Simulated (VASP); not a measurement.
BaNb, 2 atoms in the cell. The cell holds a sheet with vacuum, 2 atoms: a = 4.486 Å, b = 4.486 Å, c = 23.800 Å, α = 90.00°, β = 90.00°, γ = 90.00°. The cell was built from a structure type or drawn by symmetry, and may not be a known phase.

```yaml
Program: VASP 6.6.1
Task: single point
Functional: PBE
Potentials_or_basis: VASP PAW PBE potentials, release 64 (Ba_sv, Nb_sv)
Cutoff: 520 eV
k_mesh: 4 × 4 × 1
Occupations: gaussian, width 0.1 eV
Spin: collinear spin
Starting_moments: "[0.0, 1.0] μB"
Dipole_correction: yes
Further_INCAR_settings: ALGO = Normal; EDIFF = 1e-06; NBANDS = 22
```

Potentials or basis: VASP PAW PBE potentials, release 64 (Ba_sv, Nb_sv).

Run with:

```sh
$ cat potpaw_PBE.64/Ba_sv/POTCAR potpaw_PBE.64/Nb_sv/POTCAR > POTCAR
$ mpirun -np 1 vasp_std > vasp.out
```

Hardware: 1 thread of AMD EPYC 7R43 64-Core Processor (Zen 3) (shared host).

Q: Estimate the wall time of this run.

A: It took 5.9 min on 1 thread of AMD EPYC 7R43 64-Core Processor (Zen 3) (shared host), peak memory 0.73 GiB. Counts: scf iterations 42, k points 6.
